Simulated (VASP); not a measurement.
# MnAs (P6/mmm) in VASP: single point with PBE

Aim: the single point of MnAs with PBE.

Program: VASP 6.6.1. These are calculated values, not measurements. Logs are shortened: lines on timing, memory, paths and dates and some standing lists are left out, and cuts for length are marked.

### Step 1. The cell of the first run

Symmetry: P6/mmm, No. 191, hexagonal system. The conventional cell has a = 5.154 Å, b = 5.154 Å, c = 3.933 Å, α = 90.00°, β = 90.00°, γ = 120.00°. Within 3.3 Å of Mn (site symmetry mmm) lie 6 As at 2.47 to 2.58 Å and 4 Mn at 2.58 Å. As (site symmetry 6/mmm) has 6 Mn at 2.58 Å within 3.4 Å. Within 3.3 Å of As (site symmetry -6m2) lie 6 Mn at 2.47 Å and 3 As at 2.98 Å.

### Step 2. Single point, PBE, collinear spin, ferromagnetic start

Contents of INCAR:

```
SYSTEM = MnAs
  ALGO = Normal
  EDIFF = 1E-6
  ENCUT = 520
  GGA = PE
  ISIF = 2
  ISMEAR = 0
  ISPIN = 2
  LASPH = .TRUE.
  LCHARG = .TRUE.
  LELF = .TRUE.
  LMAXMIX = 4
  LORBIT = 11
  LREAL = .FALSE.
  LVHAR = .TRUE.
  LWAVE = .FALSE.
  MAGMOM = 1.91 1.91 1.91 0 0 0
  NBANDS = 40
  NELM = 150
  PREC = Accurate
  SIGMA = 0.1
```

Contents of KPOINTS:

```
k-points
0
G
  6 6 4
  0 0 0
```

Contents of POSCAR:

```
MnAs
1.0
    5.1538156996      0.0000000000      0.0000000000
   -2.5769078498      4.4633353222      0.0000000000
    0.0000000000      0.0000000000      3.9327335157
Mn As
3 3
Direct
    0.5000000000      0.0000000000      0.0000000000
    0.5000000000      0.5000000000      0.0000000000
    0.0000000000      0.5000000000      0.0000000000
    0.0000000000      0.0000000000      0.0000000000
    0.3333333333      0.6666666667      0.5000000000
    0.6666666667      0.3333333333      0.5000000000
```

Potentials or basis: VASP PAW PBE potentials, release 64 (Mn_pv, As).

Started as:

```sh
cat potpaw_PBE.64/Mn_pv/POTCAR potpaw_PBE.64/As/POTCAR > POTCAR
mpirun -np 1 vasp_std > vasp.out
```

OUTCAR:

```text
SYSTEM = MnAs
   EDIFF = 1E-6
   ENCUT = 520
   GGA = PE
   ISIF = 2
   ISMEAR = 0
   ISPIN = 2
   LASPH = .TRUE.
   LORBIT = 11
   LREAL = .FALSE.
   NELM = 150
   PREC = Accurate

 ion  position               nearest neighbor table
   1  0.500  0.000  0.000-   5 2.47   6 2.47   5 2.47   6 2.47   2 2.58   3 2.58   2 2.58   3 2.58
                             4 2.58   4 2.58
   2  0.500  0.500  0.000-   5 2.47   6 2.47   5 2.47   6 2.47   1 2.58   4 2.58   1 2.58   4 2.58
                             3 2.58   3 2.58
   3  0.000  0.500  0.000-   5 2.47   6 2.47   5 2.47   6 2.47   1 2.58   4 2.58   4 2.58   1 2.58
                             2 2.58   2 2.58
   4  0.000  0.000  0.000-   2 2.58   3 2.58   3 2.58   2 2.58   1 2.58   1 2.58
   5  0.333  0.667  0.500-   1 2.47   1 2.47   3 2.47   3 2.47   2 2.47   2 2.47
   6  0.667  0.333  0.500-   1 2.47   1 2.47   3 2.47   3 2.47   2 2.47   2 2.47

  LATTYP: Found a hexagonal cell.
 ALAT       =     5.1538156996
 C/A-ratio  =     0.7630722061

  Lattice vectors:

 A1 = (   5.1538156996,   0.0000000000,   0.0000000000)
 A2 = (  -2.5769078498,   4.4633353222,   0.0000000000)
 A3 = (   0.0000000000,   0.0000000000,   3.9327335157)

Analysis of symmetry for initial positions (statically):
=====================================================================
 Subroutine PRICEL returns:
 Original cell was already a primitive cell.

 Routine SETGRP: Setting up the symmetry group for a
 hexagonal supercell.

 Subroutine GETGRP returns: Found 24 space group operations
 (whereof 24 operations were pure point group operations)
 out of a pool of 24 trial point group operations.

The static configuration has the point symmetry D_6h.

Analysis of symmetry for dynamics (positions and initial velocities):
=====================================================================
 Subroutine PRICEL returns:
 Original cell was already a primitive cell.

 Routine SETGRP: Setting up the symmetry group for a
 hexagonal supercell.

 Subroutine GETGRP returns: Found 24 space group operations
 (whereof 24 operations were pure point group operations)
 out of a pool of 24 trial point group operations.

The dynamic configuration has the point symmetry D_6h.

Analysis of structural, dynamic, and magnetic symmetry:
=====================================================================
 Subroutine PRICEL returns:
 Original cell was already a primitive cell.

 Routine SETGRP: Setting up the symmetry group for a
 hexagonal supercell.

 Subroutine GETGRP returns: Found 24 space group operations
 (whereof 24 operations were pure point group operations)
 out of a pool of 24 trial point group operations.

The overall configuration has the point symmetry D_6h.

 Subroutine INISYM returns: Found 24 space group operations
 (whereof 24 operations are pure point group operations),
 and found     1 'primitive' translations

----------------------------------------------------------------------------------------

                                     Primitive cell

  volume of cell :      90.4655

  direct lattice vectors                    reciprocal lattice vectors
     5.153815700  0.000000000  0.000000000     0.194030997  0.112023849  0.000000000
    -2.576907850  4.463335322  0.000000000     0.000000000  0.224047697  0.000000000
     0.000000000  0.000000000  3.932733516     0.000000000  0.000000000  0.254276064

  length of vectors
     5.153815700  5.153815700  3.932733516     0.224047697  0.224047697  0.254276064

  position of ions in fractional coordinates (direct lattice)
     0.500000000  0.000000000  0.000000000
     0.500000000  0.500000000  0.000000000
     1.000000000  0.500000000  0.000000000
     0.000000000  0.000000000  0.000000000
     0.333333333  0.666666667  0.500000000
     0.666666667  0.333333333  0.500000000

  ion indices of the primitive-cell ions
   primitive index   ion index
                 1           1
                 2           2
                 3           3
                 4           4
[... 33 lines left out ...]
  0.333333  0.000000  0.000000      6.000000
  0.500000  0.000000  0.000000      3.000000
  0.166667  0.166667  0.000000      6.000000
  0.333333  0.166667  0.000000     12.000000
[... 13 lines left out ...]
  0.333333  0.166667  0.500000     12.000000
  0.333333  0.333333  0.500000      2.000000
   k-points           NKPTS =     21   k-points in BZ     NKDIM =     21   number of bands    NBANDS=     40
   number of dos      NEDOS =    301   number of ions     NIONS =      6
   total plane-waves  NPLWV =  48000
   dimension x,y,z NGX =    40 NGY =   40 NGZ =   30
   dimension x,y,z NGXF=    80 NGYF=   80 NGZF=   60
   ions per type =               3   3
   NGX,Y,Z   is equivalent  to a cutoff of  12.90, 12.90, 12.68 a.u.
   NGXF,Y,Z  is equivalent  to a cutoff of  25.81, 25.81, 25.36 a.u.
 SYSTEM =  MnAs
   PREC   = accura    normal or accurate (medium, high low for compatibility)
   ISTART =      0    job   : 0-new  1-cont  2-samecut
   ICHARG =      2    charge: 1-file 2-atom 10-const
   ISPIN  =      2    spin polarized calculation?
   LNONCOLLINEAR =      F non collinear calculations
   LSORBIT =      F    spin-orbit coupling
   LASPH  =      T    aspherical Exc in radial PAW
   ENCUT  =  520.0 eV  38.22 Ry    6.18 a.u.   9.58  9.58  7.31*2*pi/ulx,y,z
   NELM   =    150;   NELMIN=  2; NELMDL= -5     # of ELM steps
   EDIFF  = 0.1E-05   stopping-criterion for ELM
   LREAL  =      F    real-space projection
   EDIFFG = 0.1E-04   stopping-criterion for IOM
   NSW    =      0    number of steps for IOM
   IBRION =     -1    ionic relax: 0-MD 1-quasi-New 2-CG
   NFREE  =      0    steps in history (QN), initial steepest desc. (CG)
   ISIF   =      2    stress and relaxation
   ISYM   =      2    0-nonsym 1-usesym 2-fastsym
   POTIM  = 0.5000    time-step for ionic-motion
   TEBEG  =    0.0;   TEEND  =   0.0 temperature during run
   PSTRESS=    0.0 pullay stress
   NELECT =      54.0000    total number of electrons
   NUPDOWN=      -1.0000    fix difference up-down
   EMIN   =  10.00;   EMAX   =-10.00  energy-range for DOS
   EFERMI =   0.00;   METHOD = LEGACY
   ISMEAR =     0;   SIGMA  =   0.10  broadening in eV -4-tet -1-fermi 0-gaus
   EFERMI_NEDOS =   21; number of points for ismear=-14 and -15
   IALGO  =     38    algorithm
   IMIX   =      4    mixing-type and parameters
     AMIX     =   0.40;   BMIX     =  1.00
     AMIX_MAG =   1.60;   BMIX_MAG =  1.00
  volume/ion in A,a.u.               =      15.08       101.75
  Fermi-wavevector in a.u.,A,eV,Ry     =   1.378410  2.604817 25.851265  1.900014
  Thomas-Fermi vector in A             =   2.503474
   LORBIT       =     11    0 simple, 1 ext, 2 COOP (PROOUT), +10 PAW based schemes
   GGA     = PE    functional components
   LHFCALC =     F    Hartree Fock is set to
   AEXX    =    0.0000 exact exchange contribution
   IVDW    =     0    specifies the selected vdW correction
   LEPSILON=     F    determine dielectric tensor
   LRPA    =     F    only Hartree local field effects (RPA)
 spin polarized calculation
 Gauss-broadening in eV      SIGMA  =   0.10
  energy-cutoff  :      520.00
  volume of cell :       90.47
 maximum number of plane-waves:      2460
 NGX is ok and might be reduce to    40
   NGX = 19   NGY = 19   NGZ = 15

 number of electron      54.0000007 magnetization       5.6923979

 Free energy of the ion-electron system (eV)
  ---------------------------------------------------
  ext. energy  EPLUGINS =         0.00000000
  ---------------------------------------------------
  free energy    TOTEN  =       -41.56116344 eV

  energy without entropy =      -41.53911493  energy(sigma->0) =      -41.55013919

 E-fermi :   8.0386     XC(G=0): -11.7228

 val. band max:        8.0349172284   @ k =   0.1667   0.1667   0.5000
 cond. band min:       8.0407832323   @ k =   0.1667   0.0000   0.5000
 fundamental gap:      0.0058660039
 Fermi energy:         8.0386327264

 spin component 1

 k-point     1 :       0.0000    0.0000    0.0000
  band No.  band energies     occupation
      1     -41.1663      1.00000
      2     -41.1440      1.00000
      3     -41.1440      1.00000
      4     -41.0447      1.00000
      5     -40.9962      1.00000
      6     -40.9962      1.00000
[... 871 lines left out ...]
     38      16.4614      0.00000
     39      16.4614      0.00000
 Fermi energy:         8.0386327264

 spin component 2

 k-point     1 :       0.0000    0.0000    0.0000
  band No.  band energies     occupation
      1     -39.2924      1.00000
      2     -39.0427      1.00000
      3     -39.0427      1.00000
      4     -38.8916      1.00000
      5     -38.8417      1.00000
      6     -38.8417      1.00000
[... 871 lines left out ...]
     38      16.6601      0.00000
     39      16.6843      0.00000
 [bands above 39 left out]

------------------------ aborting loop because EDIFF is reached ----------------------------------------

  FORCE on cell =-STRESS in cart. coord.  units (eV):
  Direction    XX          YY          ZZ          XY          YZ          ZX
  --------------------------------------------------------------------------------------
  -------------------------------------------------------------------------------------
  Total        0.2929380      0.2929380      0.3850725     -0.0000000      0.0000000      0.0000000
  in kB        5.1880415      5.1880415      6.8197776     -0.0000000      0.0000000      0.0000000
  external PRESSURE =       5.7319536 kB  Pullay stress =       0.0000000 kB

 VOLUME and BASIS-vectors are now :
 -----------------------------------------------------------------------------
  energy-cutoff  :      520.00
  volume of cell :       90.47
      direct lattice vectors                 reciprocal lattice vectors
     5.153815700  0.000000000  0.000000000     0.194030997  0.112023849  0.000000000
    -2.576907850  4.463335322  0.000000000     0.000000000  0.224047697  0.000000000
     0.000000000  0.000000000  3.932733516     0.000000000  0.000000000  0.254276064

 POSITION                                       TOTAL-FORCE (eV/Angst)
 -----------------------------------------------------------------------------------
      2.57691      0.00000      0.00000         0.000000      0.000000      0.000000
      1.28845      2.23167      0.00000         0.000000      0.000000      0.000000
     -1.28845      2.23167      0.00000         0.000000      0.000000      0.000000
      0.00000      0.00000      0.00000         0.000000      0.000000      0.000000
     -0.00000      2.97556      1.96637         0.000000     -0.000000      0.000000
      2.57691      1.48778      1.96637        -0.000000      0.000000     -0.000000
 -----------------------------------------------------------------------------------
    total drift:                               -0.000000      0.000000     -0.000000

  FREE ENERGIE OF THE ION-ELECTRON SYSTEM (eV)
  ---------------------------------------------------
  free  energy   TOTEN  =       -41.5611634413 eV

  energy  without entropy=      -41.5391149320  energy(sigma->0) =      -41.55013919

 total charge

# of ion       s       p       d       tot
------------------------------------------
    1        0.305   6.310   5.256  11.872
    2        0.305   6.310   5.256  11.872
    3        0.305   6.310   5.256  11.872
    4        1.231   1.433   0.057   2.721
    5        1.215   1.494   0.091   2.800
    6        1.215   1.494   0.091   2.800
--------------------------------------------------
tot          4.577  23.351  16.008  43.937

 magnetization (x)

# of ion       s       p       d       tot
------------------------------------------
    1        0.011   0.013   1.928   1.953
    2        0.011   0.013   1.928   1.953
    3        0.011   0.013   1.928   1.953
    4        0.023  -0.095   0.008  -0.064
    5       -0.001  -0.086   0.007  -0.081
    6       -0.001  -0.086   0.007  -0.081
--------------------------------------------------
tot          0.054  -0.227   5.806   5.633
```

Wall time 3.8 min (1 thread of AMD EPYC 7R43 (Zen 3), shared host); peak memory 0.27 GiB.

Results:

```yaml
Free_energy: -41.5612 eV
Pressure: 0.6 GPa
Net_moment: 5.69 μB per cell
Site_moments: Mn +1.95; As -0.06, -0.08 (each value once) μB
Valence_electrons_inside_the_program's_atomic_spheres: Mn 11.87; As 2.72, 2.80 (each value once)
```

Caveat: the k points lie up to 0.40 Å⁻¹ apart; only a ferromagnetic start was run, and an antiferromagnetic order may lie lower in energy.
